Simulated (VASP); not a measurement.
Runs of VASP 6.6.1 on MnSi. The structure is that of space group P2_13 (No. 198), or close to it. The cells are those of the table. 

```tsv
task	cell	cutoff (eV)	k mesh for the DOS	occupations for the DOS	gap on the mesh (eV)	pressure (GPa)	largest force (eV/Å)
relaxation of cell and atoms	relaxed from a = 4.548 Å, 8 atoms	600	-	-	none	0.0	-
single point	a = 4.557 Å, 8 atoms	520	-	-	none	-7.8	0.01
single point	a = 4.527 Å, 8 atoms	520	-	-	none	(a)	0.01
single point	a = 4.437 Å, 8 atoms	520	-	-	none	9.7	0.01
single point	a = 4.497 Å, 8 atoms	520	-	-	none	0.0	0.01
single point	a = 4.467 Å, 8 atoms	520	-	-	none	4.6	0.01
```

Alike in all rows: level PBE; potentials or basis VASP PAW PBE potentials, release 64 (Mn_pv, Si); no spin polarisation; k mesh 8 × 8 × 8; smearing gaussian 0.05 eV.

Estimate the missing entries.

(a) -4.2.

A gap of «none» marks levels without a gap at the run's occupations.
